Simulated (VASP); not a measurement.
# CdH2O2 (P-3m1) in VASP: single point with PBEsol

Aim: the single point of CdH2O2 with PBEsol.

Program: VASP 6.6.1. These are calculated values, not measurements. Logs are shortened: lines on timing, memory, paths and dates and some standing lists are left out, and cuts for length are marked.

### Step 1. The cell of the first run

It takes space group P-3m1 (No. 164, trigonal). Conventional cell: a = 3.516 Å, b = 3.516 Å, c = 4.643 Å, α = 90.00°, β = 90.00°, γ = 120.00°. Within 3.1 Å of Cd (site symmetry -3m) lie 6 O at 2.32 Å and 6 H at 2.91 Å. Within 1.3 Å of H (site symmetry 3m) lie 1 O at 0.97 Å. Within 1.3 Å of O (site symmetry 3m) lie 1 H at 0.97 Å.

### Step 2. Single point, PBEsol

File INCAR:

```
SYSTEM = CdH2O2
PREC = Accurate
ENCUT = 520
EDIFF = 1E-7
ISMEAR = -1
SIGMA = 0.02
LREAL = .FALSE.
LASPH = .TRUE.
NELM = 60
ALGO = Normal
ISIF = 2
LWAVE = .FALSE.
LCHARG = .FALSE.
GGA = PS
NBANDS = 21
```

File KPOINTS:

```
Automatic mesh
0
G
  7 7 5
  0 0 0
```

File POSCAR:

```
CdH2O2
1.0
    3.5155260000      0.0000000000      0.0000000000
   -1.7577630000      3.0445348237      0.0000000000
    0.0000000000      0.0000000000      4.6429790000
Cd H O
1 2 2
Direct
    0.0000000000      0.0000000000      0.0000000000
    0.6666670000      0.3333330000      0.5509610000
    0.3333330000      0.6666670000      0.4490390000
    0.6666670000      0.3333330000      0.7593720000
    0.3333330000      0.6666670000      0.2406280000
```

Potentials or basis: VASP PAW PBE potentials, release 64 (Cd, H, O).

On the command line:

```
> cat potpaw_PBE.64/Cd/POTCAR potpaw_PBE.64/H/POTCAR potpaw_PBE.64/O/POTCAR > POTCAR
> mpirun -np 1 vasp_std > vasp.out
```

OUTCAR:

```text
SYSTEM = CdH2O2
   PREC = Accurate
   ENCUT = 520
   EDIFF = 1E-7
   ISMEAR = -1
   LREAL = .FALSE.
   LASPH = .TRUE.
   NELM = 60
   ISIF = 2
   GGA = PS

 ion  position               nearest neighbor table
   1  0.000  0.000  0.000-   4 2.32   5 2.32   4 2.32   5 2.32   4 2.32   5 2.32
   2  0.667  0.333  0.551-   4 0.97
   3  0.333  0.667  0.449-   5 0.97
   4  0.667  0.333  0.759-   2 0.97   1 2.32   1 2.32   1 2.32
   5  0.333  0.667  0.241-   3 0.97   1 2.32   1 2.32   1 2.32

  LATTYP: Found a hexagonal cell.
 ALAT       =     3.5155260000
 C/A-ratio  =     1.3207067733

  Lattice vectors:

 A1 = (   3.5155260000,   0.0000000000,   0.0000000000)
 A2 = (  -1.7577630000,   3.0445348237,   0.0000000000)
 A3 = (   0.0000000000,   0.0000000000,   4.6429790000)

Analysis of symmetry for initial positions (statically):
=====================================================================
 Subroutine PRICEL returns:
 Original cell was already a primitive cell.

 Routine SETGRP: Setting up the symmetry group for a
 hexagonal supercell.

 Subroutine GETGRP returns: Found 12 space group operations
 (whereof 12 operations were pure point group operations)
 out of a pool of 24 trial point group operations.

The static configuration has the point symmetry D_3d.

Analysis of symmetry for dynamics (positions and initial velocities):
=====================================================================
 Subroutine PRICEL returns:
 Original cell was already a primitive cell.

 Routine SETGRP: Setting up the symmetry group for a
 hexagonal supercell.

 Subroutine GETGRP returns: Found 12 space group operations
 (whereof 12 operations were pure point group operations)
 out of a pool of 24 trial point group operations.

The dynamic configuration has the point symmetry D_3d.

 Subroutine INISYM returns: Found 12 space group operations
 (whereof 12 operations are pure point group operations),
 and found     1 'primitive' translations

----------------------------------------------------------------------------------------

                                     Primitive cell

  volume of cell :      49.6945

  direct lattice vectors                    reciprocal lattice vectors
     3.515526000  0.000000000  0.000000000     0.284452455  0.164228701  0.000000000
    -1.757763000  3.044534824  0.000000000     0.000000000  0.328457402  0.000000000
     0.000000000  0.000000000  4.642979000     0.000000000  0.000000000  0.215378963

  length of vectors
     3.515526000  3.515526000  4.642979000     0.328457402  0.328457402  0.215378963

  position of ions in fractional coordinates (direct lattice)
     0.000000000  0.000000000  0.000000000
     0.666667000  0.333333000  0.550961000
     0.333333000  0.666667000  0.449039000
     0.666667000  0.333333000  0.759372000
     0.333333000  0.666667000  0.240628000

  ion indices of the primitive-cell ions
   primitive index   ion index
                 1           1
                 2           2
                 3           3
                 4           4
                 5           5

----------------------------------------------------------------------------------------

 KPOINTS: Automatic mesh

Automatic generation of k-mesh.
 Grid dimensions read from file:
 generate k-points for:    7    7    5

 Generating k-lattice:

  Cartesian coordinates                     Fractional coordinates (reciprocal lattice)
     0.040636065  0.023461243  0.000000000     0.142857143  0.000000000  0.000000000
     0.000000000  0.046922486  0.000000000     0.000000000  0.142857143  0.000000000
     0.000000000  0.000000000  0.043075793     0.000000000  0.000000000  0.200000000

  Length of vectors
     0.046922486  0.046922486  0.043075793

  Shift w.r.t. Gamma in fractional coordinates (k-lattice)
     0.000000000  0.000000000  0.000000000

 Subroutine IBZKPT returns following result:
 ===========================================

 Found     32 irreducible k-points:

 Following reciprocal coordinates:
            Coordinates               Weight
  0.000000  0.000000  0.000000      1.000000
  0.142857  0.000000  0.000000      6.000000
  0.285714  0.000000  0.000000      6.000000
  0.428571  0.000000  0.000000      6.000000
  0.142857  0.142857  0.000000      6.000000
  0.285714  0.142857  0.000000     12.000000
[... 16 lines left out ...]
  0.000000  0.142857  0.400000      6.000000
  0.285714  0.000000  0.400000      6.000000
 [... further k-points ...]
   k-points           NKPTS =     32   k-points in BZ     NKDIM =     32   number of bands    NBANDS=     21
   number of dos      NEDOS =    301   number of ions     NIONS =      5
   total plane-waves  NPLWV =  28224
   dimension x,y,z NGX =    28 NGY =   28 NGZ =   36
   dimension x,y,z NGXF=    56 NGYF=   56 NGZF=   72
   ions per type =               1   2   2
   NGX,Y,Z   is equivalent  to a cutoff of  13.24, 13.24, 12.89 a.u.
   NGXF,Y,Z  is equivalent  to a cutoff of  26.48, 26.48, 25.78 a.u.
 SYSTEM =  CdH2O2
   PREC   = accura    normal or accurate (medium, high low for compatibility)
   ISTART =      0    job   : 0-new  1-cont  2-samecut
   ICHARG =      2    charge: 1-file 2-atom 10-const
   ISPIN  =      1    spin polarized calculation?
   LNONCOLLINEAR =      F non collinear calculations
   LSORBIT =      F    spin-orbit coupling
   LASPH  =      T    aspherical Exc in radial PAW
   ENCUT  =  520.0 eV  38.22 Ry    6.18 a.u.   6.54  6.54  8.63*2*pi/ulx,y,z
   NELM   =     60;   NELMIN=  2; NELMDL= -5     # of ELM steps
   EDIFF  = 0.1E-06   stopping-criterion for ELM
   LREAL  =      F    real-space projection
   EDIFFG = 0.1E-05   stopping-criterion for IOM
   NSW    =      0    number of steps for IOM
   IBRION =     -1    ionic relax: 0-MD 1-quasi-New 2-CG
   NFREE  =      0    steps in history (QN), initial steepest desc. (CG)
   ISIF   =      2    stress and relaxation
   ISYM   =      2    0-nonsym 1-usesym 2-fastsym
   POTIM  = 0.5000    time-step for ionic-motion
   TEBEG  =    0.0;   TEEND  =   0.0 temperature during run
   PSTRESS=    0.0 pullay stress
   NELECT =      26.0000    total number of electrons
   NUPDOWN=      -1.0000    fix difference up-down
   EMIN   =  10.00;   EMAX   =-10.00  energy-range for DOS
   EFERMI =   0.00;   METHOD = LEGACY
   ISMEAR =    -1;   SIGMA  =   0.02  broadening in eV -4-tet -1-fermi 0-gaus
   EFERMI_NEDOS =   21; number of points for ismear=-14 and -15
   IALGO  =     38    algorithm
   IMIX   =      4    mixing-type and parameters
     AMIX     =   0.40;   BMIX     =  1.00
     AMIX_MAG =   1.60;   BMIX_MAG =  1.00
  volume/ion in A,a.u.               =       9.94        67.07
  Fermi-wavevector in a.u.,A,eV,Ry     =   1.319157  2.492846 23.676535  1.740176
  Thomas-Fermi vector in A             =   2.449076
   LORBIT       =      0    0 simple, 1 ext, 2 COOP (PROOUT), +10 PAW based schemes
   GGA     = PS    functional components
   LHFCALC =     F    Hartree Fock is set to
   AEXX    =    0.0000 exact exchange contribution
   IVDW    =     0    specifies the selected vdW correction
   LEPSILON=     F    determine dielectric tensor
   LRPA    =     F    only Hartree local field effects (RPA)
 non-spin polarized calculation
  energy-cutoff  :      520.00
  volume of cell :       49.69
 maximum number of plane-waves:      1385
 NGX is ok and might be reduce to    28
   NGX = 13   NGY = 13   NGZ = 17

 number of electron      25.9999986 magnetization

 Free energy of the ion-electron system (eV)
  ---------------------------------------------------
  ext. energy  EPLUGINS =         0.00000000
  ---------------------------------------------------
  free energy    TOTEN  =       -23.46953596 eV

  energy without entropy =      -23.46953596  energy(sigma->0) =      -23.46953596

 E-fermi :   0.3804     XC(G=0): -10.2202

 val. band max:       -0.1325328022   @ k =   0.4286   0.0000   0.0000
 cond. band min:       1.4852420274   @ k =   0.0000   0.0000   0.0000
 fundamental gap:      1.6177748296
 Fermi energy:         0.3803987430

 k-point     1 :       0.0000    0.0000    0.0000
  band No.  band energies     occupation
      1     -18.6285      2.00000
      2     -17.6017      2.00000
      3      -7.7474      2.00000
      4      -6.5106      2.00000
      5      -6.5106      2.00000
      6      -5.7599      2.00000
[... 13 lines left out ...]
     20      14.6145      0.00000
     21      17.0278      0.00000

 k-point     2 :       0.1429    0.0000    0.0000
  band No.  band energies     occupation
      1     -18.5499      2.00000
      2     -17.6332      2.00000
      3      -7.5601      2.00000
      4      -6.5391      2.00000
      5      -6.4266      2.00000
      6      -5.8236      2.00000
[... 13 lines left out ...]
     20      15.1280      0.00000
     21      16.2827      0.00000

 k-point     3 :       0.2857    0.0000    0.0000
  band No.  band energies     occupation
      1     -18.3523      2.00000
      2     -17.7219      2.00000
      3      -7.1461      2.00000
      4      -6.5111      2.00000
      5      -6.2796      2.00000
      6      -6.0231      2.00000
[... 13 lines left out ...]
     20      13.3920      0.00000
     21      15.0319      0.00000

 k-point     4 :       0.4286    0.0000    0.0000
  band No.  band energies     occupation
      1     -18.1359      2.00000
      2     -17.8462      2.00000
      3      -6.9920      2.00000
      4      -6.2478      2.00000
      5      -6.2416      2.00000
      6      -6.0636      2.00000
[... 13 lines left out ...]
     20      13.3696      0.00000
     21      14.6862      0.00000

 k-point     5 :       0.1429    0.1429    0.0000
  band No.  band energies     occupation
      1     -18.4124      2.00000
      2     -17.6928      2.00000
      3      -7.2412      2.00000
      4      -6.6032      2.00000
      5      -6.2802      2.00000
      6      -5.9246      2.00000
[... 13 lines left out ...]
     20      14.0584      0.00000
     21      15.3481      0.00000
[... 382 lines left out ...]
     20      15.5087      0.00000
     21      15.5087      0.00000

 k-point    22 :       0.1429    0.0000    0.4000
  band No.  band energies     occupation
      1     -18.2988      2.00000
      2     -17.9174      2.00000
      3      -7.1533      2.00000
      4      -6.7364      2.00000
      5      -6.4142      2.00000
      6      -5.8217      2.00000
[... 13 lines left out ...]
     20      13.2528      0.00000
     21      15.2751      0.00000

 k-point    23 :       0.0000    0.1429    0.4000
  band No.  band energies     occupation
      1     -18.3042      2.00000
      2     -17.9110      2.00000
      3      -7.1979      2.00000
      4      -6.7059      2.00000
      5      -6.4260      2.00000
      6      -5.8299      2.00000
[... 13 lines left out ...]
     20      13.8799      0.00000
     21      15.3606      0.00000

 k-point    24 :       0.2857    0.0000    0.4000
  band No.  band energies     occupation
      1     -18.1816      2.00000
      2     -17.8977      2.00000
      3      -7.0321      2.00000
      4      -6.7760      2.00000
      5      -6.2949      2.00000
      6      -5.9412      2.00000
[... 13 lines left out ...]
     20      13.1069      0.00000
     21      15.0321      0.00000

 [... further k-points ...]
[... 5 lines left out ...]
  --------------------------------------------------------------------------------------
  -------------------------------------------------------------------------------------
  Total       -0.2752411     -0.2752411      0.7899292      0.0000000      0.0000000      0.0000000
  in kB       -8.8739276     -8.8739276     25.4677599      0.0000000      0.0000000      0.0000000
  external PRESSURE =       2.5733015 kB  Pullay stress =       0.0000000 kB

 VOLUME and BASIS-vectors are now :
 -----------------------------------------------------------------------------
  energy-cutoff  :      520.00
  volume of cell :       49.69
      direct lattice vectors                 reciprocal lattice vectors
     3.515526000  0.000000000  0.000000000     0.284452455  0.164228701  0.000000000
    -1.757763000  3.044534824  0.000000000     0.000000000  0.328457402  0.000000000
     0.000000000  0.000000000  4.642979000     0.000000000  0.000000000  0.215378963

 POSITION                                       TOTAL-FORCE (eV/Angst)
 -----------------------------------------------------------------------------------
      0.00000      0.00000      0.00000        -0.000000      0.000000      0.000000
      1.75776      1.01484      2.55810         0.000000      0.000000     -0.622523
     -0.00000      2.02969      2.08488        -0.000000     -0.000000      0.622523
      1.75776      1.01484      3.52575        -0.000000      0.000000      0.712636
     -0.00000      2.02969      1.11723         0.000000      0.000000     -0.712636
 -----------------------------------------------------------------------------------
    total drift:                               -0.000000     -0.000000      0.000000

  FREE ENERGIE OF THE ION-ELECTRON SYSTEM (eV)
  ---------------------------------------------------
  free  energy   TOTEN  =       -23.4695359589 eV

  energy  without entropy=      -23.4695359589  energy(sigma->0) =      -23.46953596
```

It used 65 s of CPU time on 1 thread of AMD EPYC 7R13 Processor (Zen 3) (shared host).

What came out:

```yaml
Free_energy: -23.4695 eV
Pressure: 0.3 GPa
Largest_force: 0.713 eV/Å
Band_gap_on_the_k_mesh: 1.62 eV, indirect (least direct gap 1.95 eV)
```

Forces in eV/Å, atoms in the order of the input:
```
Cd   0.000  0.000  0.000
H    0.000  0.000 -0.623
H    0.000  0.000  0.623
O    0.000  0.000  0.713
O    0.000  0.000 -0.713
```

Stress tensor (GPa, compression positive):
```
-0.89  0.00  0.00
 0.00 -0.89  0.00
 0.00  0.00  2.55
```

Levels at points of the mesh, in eV from the valence-band top:
| k point | band 11 | band 12 | band 13 | band 14 | band 15 | band 16 |
| --- | --- | --- | --- | --- | --- | --- |
| (0.00, 0.00, 0.00) | -1.04 | -0.33 | -0.33 | 1.62 | 6.13 | 9.99 |

Caveat: the PAW data sets were made with another functional, which shifts forces and pressure a little. A k mesh can miss the band edges.
